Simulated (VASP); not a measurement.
# Zn (P-3m1) in VASP: notebook

Zn is run at these levels: PBE; tasks: single point, relaxation of cell and atoms.

Program: VASP 6.6.1. These are calculated values, not measurements. Logs are shortened: lines on timing, memory, paths and dates and some standing lists are left out, and cuts for length are marked.

## (1) The cell of the first run

The structure is trigonal, space group P-3m1 (No. 164). The conventional cell has a = 2.615 Å, b = 2.615 Å, c = 5.131 Å, α = 90.00°, β = 90.00°, γ = 120.00°. Within 3.0 Å of Zn (site symmetry 3m) lie 9 Zn at 2.28 to 2.62 Å.

## (2) Single point, PBE

INCAR reads:

```
  PREC = Accurate
  ENCUT = 520
  EDIFF = 1E-6
  ISMEAR = 0
  SIGMA = 0.1
  LREAL = F
  LASPH = T
  NELM = 80
  ALGO = Fast
  ISIF = 2
  LWAVE = F
  LCHARG = T
  GGA = PE
  LELF = T
  LVHAR = T
  NBANDS = 19
```

KPOINTS reads:

```
Automatic mesh
0
Gamma
  6 6 4
```

POSCAR reads:

```
Zn
1.0
    2.6151251400      0.0000000000      0.0000000000
   -1.3075625700      2.2647648100      0.0000000000
    0.0000000000      0.0000000000      5.1311171300
Zn
2
Direct
    0.3333333300      0.6666666700      0.1671164600
    0.6666666700      0.3333333300      0.8328835400
```

Potentials or basis: VASP PAW PBE potentials, release 64 (Zn).

Run with:

```sh
cat potpaw_PBE.64/Zn/POTCAR > POTCAR
mpirun -np 1 vasp_std > vasp.out
```

OUTCAR:

```text
PREC = Accurate
   ENCUT = 520
   EDIFF = 1E-6
   ISMEAR = 0
   LREAL = F
   LASPH = T
   NELM = 80
   ISIF = 2
   GGA = PE

 ion  position               nearest neighbor table
   1  0.333  0.667  0.167-   2 2.28   2 2.28   2 2.28
   2  0.667  0.333  0.833-   1 2.28   1 2.28   1 2.28

  LATTYP: Found a hexagonal cell.
 ALAT       =     2.6151251400
 C/A-ratio  =     1.9620923877

  Lattice vectors:

 A1 = (   2.6151251400,   0.0000000000,   0.0000000000)
 A2 = (  -1.3075625700,   2.2647648100,   0.0000000000)
 A3 = (   0.0000000000,   0.0000000000,   5.1311171300)

Analysis of symmetry for initial positions (statically):
=====================================================================
 Subroutine PRICEL returns:
 Original cell was already a primitive cell.

 Routine SETGRP: Setting up the symmetry group for a
 hexagonal supercell.

 Subroutine GETGRP returns: Found 12 space group operations
 (whereof 12 operations were pure point group operations)
 out of a pool of 24 trial point group operations.

The static configuration has the point symmetry D_3d.

Analysis of symmetry for dynamics (positions and initial velocities):
=====================================================================
 Subroutine PRICEL returns:
 Original cell was already a primitive cell.

 Routine SETGRP: Setting up the symmetry group for a
 hexagonal supercell.

 Subroutine GETGRP returns: Found 12 space group operations
 (whereof 12 operations were pure point group operations)
 out of a pool of 24 trial point group operations.

The dynamic configuration has the point symmetry D_3d.

 Subroutine INISYM returns: Found 12 space group operations
 (whereof 12 operations are pure point group operations),
 and found     1 'primitive' translations

----------------------------------------------------------------------------------------

                                     Primitive cell

  volume of cell :      30.3898

  direct lattice vectors                    reciprocal lattice vectors
     2.615125140  0.000000000  0.000000000     0.382390879  0.220773476  0.000000000
    -1.307562570  2.264764810  0.000000000     0.000000000  0.441546953  0.000000000
     0.000000000  0.000000000  5.131117130     0.000000000  0.000000000  0.194889334

  length of vectors
     2.615125140  2.615125144  5.131117130     0.441546953  0.441546953  0.194889334

  position of ions in fractional coordinates (direct lattice)
     0.333333330  0.666666670  0.167116460
     0.666666670  0.333333330  0.832883540

  ion indices of the primitive-cell ions
   primitive index   ion index
                 1           1
                 2           2

----------------------------------------------------------------------------------------

 KPOINTS: Automatic mesh

Automatic generation of k-mesh.
 Grid dimensions read from file:
 generate k-points for:    6    6    4

 Generating k-lattice:

  Cartesian coordinates                     Fractional coordinates (reciprocal lattice)
     0.063731813  0.036795579  0.000000000     0.166666667  0.000000000  0.000000000
     0.000000000  0.073591159  0.000000000     0.000000000  0.166666667  0.000000000
     0.000000000  0.000000000  0.048722333     0.000000000  0.000000000  0.250000000

  Length of vectors
     0.073591159  0.073591159  0.048722333

  Shift w.r.t. Gamma in fractional coordinates (k-lattice)
     0.000000000  0.000000000  0.000000000

 Subroutine IBZKPT returns following result:
 ===========================================

 Found     24 irreducible k-points:

 Following reciprocal coordinates:
            Coordinates               Weight
  0.000000  0.000000  0.000000      1.000000
  0.166667 -0.000000  0.000000      6.000000
  0.333333 -0.000000  0.000000      6.000000
  0.500000 -0.000000  0.000000      3.000000
  0.166667  0.166667  0.000000      6.000000
  0.333333  0.166667  0.000000     12.000000
[... 16 lines left out ...]
  0.333333  0.166667  0.500000     12.000000
  0.333333  0.333333  0.500000      2.000000
   k-points           NKPTS =     24   k-points in BZ     NKDIM =     24   number of bands    NBANDS=     19
   number of dos      NEDOS =    301   number of ions     NIONS =      2
   total plane-waves  NPLWV =  16000
   dimension x,y,z NGX =    20 NGY =   20 NGZ =   40
   dimension x,y,z NGXF=    40 NGYF=   40 NGZF=   80
   ions per type =               2
   NGX,Y,Z   is equivalent  to a cutoff of  12.71, 12.71, 12.96 a.u.
   NGXF,Y,Z  is equivalent  to a cutoff of  25.43, 25.43, 25.92 a.u.
 SYSTEM =  unknown system
   PREC   = accura    normal or accurate (medium, high low for compatibility)
   ISTART =      0    job   : 0-new  1-cont  2-samecut
   ICHARG =      2    charge: 1-file 2-atom 10-const
   ISPIN  =      1    spin polarized calculation?
   LNONCOLLINEAR =      F non collinear calculations
   LSORBIT =      F    spin-orbit coupling
   LASPH  =      T    aspherical Exc in radial PAW
   ENCUT  =  520.0 eV  38.22 Ry    6.18 a.u.   4.86  4.86  9.54*2*pi/ulx,y,z
   NELM   =     80;   NELMIN=  2; NELMDL= -5     # of ELM steps
   EDIFF  = 0.1E-05   stopping-criterion for ELM
   LREAL  =      F    real-space projection
   EDIFFG = 0.1E-04   stopping-criterion for IOM
   NSW    =      0    number of steps for IOM
   IBRION =     -1    ionic relax: 0-MD 1-quasi-New 2-CG
   NFREE  =      0    steps in history (QN), initial steepest desc. (CG)
   ISIF   =      2    stress and relaxation
   ISYM   =      2    0-nonsym 1-usesym 2-fastsym
   POTIM  = 0.5000    time-step for ionic-motion
   TEBEG  =    0.0;   TEEND  =   0.0 temperature during run
   PSTRESS=    0.0 pullay stress
   NELECT =      24.0000    total number of electrons
   NUPDOWN=      -1.0000    fix difference up-down
   EMIN   =  10.00;   EMAX   =-10.00  energy-range for DOS
   EFERMI =   0.00;   METHOD = LEGACY
   ISMEAR =     0;   SIGMA  =   0.10  broadening in eV -4-tet -1-fermi 0-gaus
   EFERMI_NEDOS =   21; number of points for ismear=-14 and -15
   IALGO  =     68    algorithm
   IMIX   =      4    mixing-type and parameters
     AMIX     =   0.40;   BMIX     =  1.00
     AMIX_MAG =   1.60;   BMIX_MAG =  1.00
  volume/ion in A,a.u.               =      15.19       102.54
  Fermi-wavevector in a.u.,A,eV,Ry     =   1.513222  2.859576 31.155189  2.289842
  Thomas-Fermi vector in A             =   2.623042
   LORBIT       =      0    0 simple, 1 ext, 2 COOP (PROOUT), +10 PAW based schemes
   GGA     = PE    functional components
   LHFCALC =     F    Hartree Fock is set to
   AEXX    =    0.0000 exact exchange contribution
   IVDW    =     0    specifies the selected vdW correction
   LEPSILON=     F    determine dielectric tensor
   LRPA    =     F    only Hartree local field effects (RPA)
 non-spin polarized calculation
 RMM-DIIS sequential band-by-band and
 Gauss-broadening in eV      SIGMA  =   0.10
  energy-cutoff  :      520.00
  volume of cell :       30.39
 maximum number of plane-waves:       836
   NGX =  9   NGY =  9   NGZ = 19

 number of electron      24.0000029 magnetization

 Free energy of the ion-electron system (eV)
  ---------------------------------------------------
  ext. energy  EPLUGINS =         0.00000000
  ---------------------------------------------------
  free energy    TOTEN  =        -0.81820777 eV

  energy without entropy =       -0.81403540  energy(sigma->0) =       -0.81612159

 E-fermi :   3.0430     XC(G=0): -11.2721

 val. band max:        3.0422949011   @ k =   0.3333   0.3333   0.2500
 cond. band min:       3.1693722005   @ k =   0.3333   0.1667   0.0000
 fundamental gap:      0.1270772994
 Fermi energy:         3.0429908294

 k-point     1 :       0.0000    0.0000    0.0000
  band No.  band energies     occupation
      1      -8.5944      2.00000
      2      -6.5159      2.00000
      3      -5.4595      2.00000
      4      -5.4595      2.00000
      5      -5.3678      2.00000
      6      -5.3678      2.00000
[... 11 lines left out ...]
     18      22.0764      0.00000
     19      22.4677      0.00000

 k-point     2 :       0.1667   -0.0000    0.0000
  band No.  band energies     occupation
      1      -7.8373      2.00000
      2      -6.2450      2.00000
      3      -5.6509      2.00000
      4      -5.4255      2.00000
      5      -5.4206      2.00000
      6      -5.1458      2.00000
[... 11 lines left out ...]
     18      19.4358      0.00000
     19      20.6779      0.00000

 k-point     3 :       0.3333   -0.0000    0.0000
  band No.  band energies     occupation
      1      -6.5952      2.00000
      2      -6.1263      2.00000
      3      -6.0688      2.00000
      4      -5.4325      2.00000
      5      -5.0670      2.00000
      6      -4.9364      2.00000
[... 11 lines left out ...]
     18      18.2006      0.00000
     19      20.3496      0.00000

 k-point     4 :       0.5000   -0.0000    0.0000
  band No.  band energies     occupation
      1      -6.4086      2.00000
      2      -6.3004      2.00000
      3      -6.2155      2.00000
      4      -5.4700      2.00000
      5      -5.0536      2.00000
      6      -4.6229      2.00000
[... 11 lines left out ...]
     18      17.8564      0.00000
     19      19.5207      0.00000

 k-point     5 :       0.1667    0.1667    0.0000
  band No.  band energies     occupation
      1      -6.7448      2.00000
      2      -6.0590      2.00000
      3      -5.8112      2.00000
      4      -5.5001      2.00000
      5      -5.4297      2.00000
      6      -4.9681      2.00000
[... 11 lines left out ...]
     18      18.2448      0.00000
     19      18.4931      0.00000
[... 334 lines left out ...]
      2      -6.3102      2.00000
      3      -6.2161      2.00000
      4      -5.4567      2.00000
      5      -5.0970      2.00000
      6      -4.5418      2.00000
[... 11 lines left out ...]
     18      15.2654      0.00000
     19      16.2791      0.00000

 k-point    22 :       0.1667    0.1667    0.5000
  band No.  band energies     occupation
      1      -6.6553      2.00000
      2      -6.0687      2.00000
      3      -5.7707      2.00000
      4      -5.5360      2.00000
      5      -5.4081      2.00000
      6      -4.9927      2.00000
[... 11 lines left out ...]
     18      14.4736      0.00000
     19      23.4608      0.00000

 k-point    23 :       0.3333    0.1667    0.5000
  band No.  band energies     occupation
      1      -6.3178      2.00000
      2      -6.1261      2.00000
      3      -6.0361      2.00000
      4      -5.4725      2.00000
      5      -5.0632      2.00000
      6      -4.9635      2.00000
[... 11 lines left out ...]
     18      14.3963      0.00000
     19      17.4352      0.00000

 k-point    24 :       0.3333    0.3333    0.5000
  band No.  band energies     occupation
      1      -6.2294      2.00000
      2      -5.9865      2.00000
      3      -5.9865      2.00000
      4      -5.3014      2.00000
      5      -5.0967      2.00000
      6      -5.0967      2.00000
[... 11 lines left out ...]
     18      15.6521      0.00000
     19      17.1775      0.00000

------------------------ aborting loop because EDIFF is reached ----------------------------------------

  FORCE on cell =-STRESS in cart. coord.  units (eV):
  Direction    XX          YY          ZZ          XY          YZ          ZX
  --------------------------------------------------------------------------------------
  -------------------------------------------------------------------------------------
  Total        4.3394400      4.3394400      5.9988354      0.0000000      0.0000000      0.0000000
  in kB      228.7793168    228.7793177    316.2641845      0.0000000      0.0000000      0.0000000
  external PRESSURE =     257.9409397 kB  Pullay stress =       0.0000000 kB

 VOLUME and BASIS-vectors are now :
 -----------------------------------------------------------------------------
  energy-cutoff  :      520.00
  volume of cell :       30.39
      direct lattice vectors                 reciprocal lattice vectors
     2.615125140  0.000000000  0.000000000     0.382390879  0.220773476  0.000000000
    -1.307562570  2.264764810  0.000000000     0.000000000  0.441546953  0.000000000
     0.000000000  0.000000000  5.131117130     0.000000000  0.000000000  0.194889334

 POSITION                                       TOTAL-FORCE (eV/Angst)
 -----------------------------------------------------------------------------------
     -0.00000      1.50984      0.85749        -0.000000     -0.000000      4.207792
      1.30756      0.75492      4.27362         0.000000      0.000000     -4.207792
 -----------------------------------------------------------------------------------
    total drift:                                0.000000     -0.000000     -0.000000

  FREE ENERGIE OF THE ION-ELECTRON SYSTEM (eV)
  ---------------------------------------------------
  free  energy   TOTEN  =        -0.8182077732 eV

  energy  without entropy=       -0.8140354013  energy(sigma->0) =       -0.81612159
```

Wall time 12 s (1 thread of Intel Xeon 6975P-C (Granite Rapids), shared host); peak memory 0.14 GiB.

What came out:

| Item | Value |
| --- | --- |
| Free energy | -0.8182 eV |
| Pressure | 25.8 GPa |
| Largest force | 4.208 eV/Å |
| Band gap on the k mesh | zero (bands 12 and 13 overlap by 2.90 eV) |

Forces in eV/Å, atoms in the order of the input:
```
Zn   0.000  0.000  4.208
Zn   0.000  0.000 -4.208
```

Caveat: the k points lie up to 0.46 Å⁻¹ apart, too coarse for converged energies and pressures of a metal; forces of over 1 eV/Å act on the atoms, so gaps and moduli don't describe the material at rest.

## (3) Relaxation of cell and atoms, PBE

INCAR reads:

```
  ALGO = Normal
  EDIFF = 1E-7
  EDIFFG = -0.04
  ENCUT = 600
  GGA = PE
  IBRION = 2
  ISIF = 3
  ISMEAR = 0
  LASPH = True
  LCHARG = False
  LREAL = False
  LWAVE = False
  NELM = 80
  NSW = 90
  PREC = Accurate
  SIGMA = 0.1
```

KPOINTS reads:

```
k-points
0
Gamma
  6 6 4
```

POSCAR is that of step 2.

Potentials or basis: VASP PAW PBE potentials, release 64 (Zn).

Run with:

```sh
cat potpaw_PBE.64/Zn/POTCAR > POTCAR
mpirun -np 1 vasp_std > vasp.out
```

OUTCAR:

```text
EDIFF = 1E-7
   EDIFFG = -0.04
   ENCUT = 600
   GGA = PE
   IBRION = 2
   ISIF = 3
   ISMEAR = 0
   LASPH = True
   LREAL = False
   NELM = 80
   NSW = 90
   PREC = Accurate

 ion  position               nearest neighbor table
   1  0.333  0.667  0.167-   2 2.28   2 2.28   2 2.28
   2  0.667  0.333  0.833-   1 2.28   1 2.28   1 2.28

  LATTYP: Found a hexagonal cell.
 ALAT       =     2.6151251400
 C/A-ratio  =     1.9620923877

  Lattice vectors:

 A1 = (   2.6151251400,   0.0000000000,   0.0000000000)
 A2 = (  -1.3075625700,   2.2647648100,   0.0000000000)
 A3 = (   0.0000000000,   0.0000000000,   5.1311171300)

Analysis of symmetry for initial positions (statically):
=====================================================================
 Subroutine PRICEL returns:
[... 738 lines left out ...]

  energy  without entropy=       -1.7519321773  energy(sigma->0) =       -1.75378952

[... ionic steps 4 to 10 ...]

--------------------------------------- Ionic step       11  -------------------------------------------

 number of electron      24.0000011 magnetization

------------------------ aborting loop because EDIFF is reached ----------------------------------------
[... 67 lines left out ...]
--------------------------------------- Ionic step       13  -------------------------------------------

 number of electron      24.0000015 magnetization

 Free energy of the ion-electron system (eV)
  ---------------------------------------------------
  ext. energy  EPLUGINS =         0.00000000
  ---------------------------------------------------
  free energy    TOTEN  =        -2.24632729 eV

  energy without entropy =       -2.24450606  energy(sigma->0) =       -2.24541667

 E-fermi :   2.7618     XC(G=0): -11.1971

 val. band max:        2.2317582580   @ k =   0.0000   0.1667   0.2500
 cond. band min:       2.8598594521   @ k =   0.3333   0.1667   0.0000
 fundamental gap:      0.6281011941
 Fermi energy:         2.7617711580

 k-point     1 :       0.0000    0.0000    0.0000
  band No.  band energies     occupation
      1      -7.3755      2.00000
      2      -6.1094      2.00000
      3      -5.2778      2.00000
      4      -5.0003      2.00000
      5      -5.0003      2.00000
      6      -4.9809      2.00000
[... 474 lines left out ...]
  FREE ENERGIE OF THE ION-ELECTRON SYSTEM (eV)
  ---------------------------------------------------
  free  energy   TOTEN  =        -2.2463272873 eV

  energy  without entropy=       -2.2445060575  energy(sigma->0) =       -2.24541667

 reached required accuracy - stopping structural energy minimisation
```

OSZICAR:

```text
N       E                     dE             d eps       ncg     rms          rms(c)
DAV:   1     0.103024655371E+03    0.10302E+03   -0.13689E+04   784   0.257E+03
DAV:   2     0.224584868866E+01   -0.10078E+03   -0.99615E+02   800   0.319E+02
DAV:   3    -0.115054738334E+01   -0.33964E+01   -0.33900E+01   936   0.695E+01
DAV:   4    -0.116291544181E+01   -0.12368E-01   -0.12367E-01   944   0.428E+00
[... 144 lines left out ...]
DAV:   5    -0.224632402836E+01   -0.12546E-04   -0.11498E-04   808   0.116E-01    0.105E-02
DAV:   6    -0.224632738024E+01   -0.33519E-05   -0.24546E-06  1008   0.217E-02    0.247E-03
DAV:   7    -0.224632706369E+01    0.31655E-06   -0.85779E-07   808   0.158E-02    0.104E-03
DAV:   8    -0.224632725080E+01   -0.18711E-06   -0.21424E-08   432   0.249E-03    0.214E-04
DAV:   9    -0.224632728726E+01   -0.36459E-07   -0.59745E-09   416   0.113E-03
  13 F= -.22463273E+01 E0= -.22454167E+01  d E =-.491289E-02
```

CONTCAR:

```text
Zn
   1.00000000000000
     2.5841897938500047    0.0000000000000000   -0.0000000000000000
    -1.2920948969250023    2.2379740138853257   -0.0000000000000000
     0.0000000000000000   -0.0000000000000001    5.5750195879649258
  Zn
     2
Direct
     0.3333333300000021    0.6666666699999979    0.2481309288387851
     0.6666666699999979    0.3333333300000021    0.7518690711612149

  0.00000000E+00  0.00000000E+00  0.00000000E+00
  0.00000000E+00  0.00000000E+00  0.00000000E+00
```

Run time: 79 s. Hardware: 1 thread of Intel Xeon 6975P-C (Granite Rapids), shared host; peak memory 0.16 GiB.

What came out:

```
Free energy                           : -2.2463 eV
Relaxed volume                        : 16.12 Å³/atom
Relaxed cell                          : a = 2.584 Å, b = 2.584 Å, c = 5.575 Å, α = 90.00°, β = 90.00°, γ = 120.00°
Space group after relaxing (to 0.1 Å) : P6_3/mmc (No. 194)
Energy gained by relaxing             : 714.3 meV/atom
Ionic steps                           : 13
Pressure after relaxing               : 0.0 GPa
Largest force after relaxing          : 0.030 eV/Å
Band gap on the k mesh                : zero (bands 12 and 13 overlap by 5.51 eV)
```

Forces on the atoms (eV/Å):
```
Zn   0.000  0.000  0.030
Zn   0.000  0.000 -0.030
```

Stress tensor (GPa, compression positive):
```
-0.20  0.00  0.00
 0.00 -0.20  0.00
 0.00  0.00  0.34
```

The path:
```tsv
step	energy change (eV)	largest force (eV/Å)	pressure (GPa)	volume (Å³)
1	0.0000	4.2066	25.52	30.39
2	-0.8535	0.3094	-7.42	42.31
3	-0.9379	0.7723	-3.98	38.00
4	-1.0903	0.9284	-3.81	36.07
5	-1.3071	0.4623	7.89	30.57
6	-1.3330	0.5843	2.76	32.10
7	-1.3346	0.5546	3.80	31.74
8	-1.3985	0.2198	1.10	32.63
9	-1.4102	0.0697	-0.32	33.32
10	-1.4236	0.0484	-1.51	33.20
11	-1.4237	0.0456	-1.60	33.19
12	-1.4278	0.0207	0.69	31.86
13	-1.4286	0.0305	-0.02	32.24
```

Final structure:
```
Zn
1.0
     2.58419    0.00000    0.00000
    -1.29209    2.23797    0.00000
     0.00000    0.00000    5.57502
Zn
2
Cartesian
  0.0000 1.4920 1.3833
  1.2921 0.7460 4.1917
```

Caveat: the k points lie up to 0.47 Å⁻¹ apart in the final cell, too coarse for converged energies and pressures of a metal.

The gap in the log of VASP goes by the Fermi energy; the results here count the filled bands.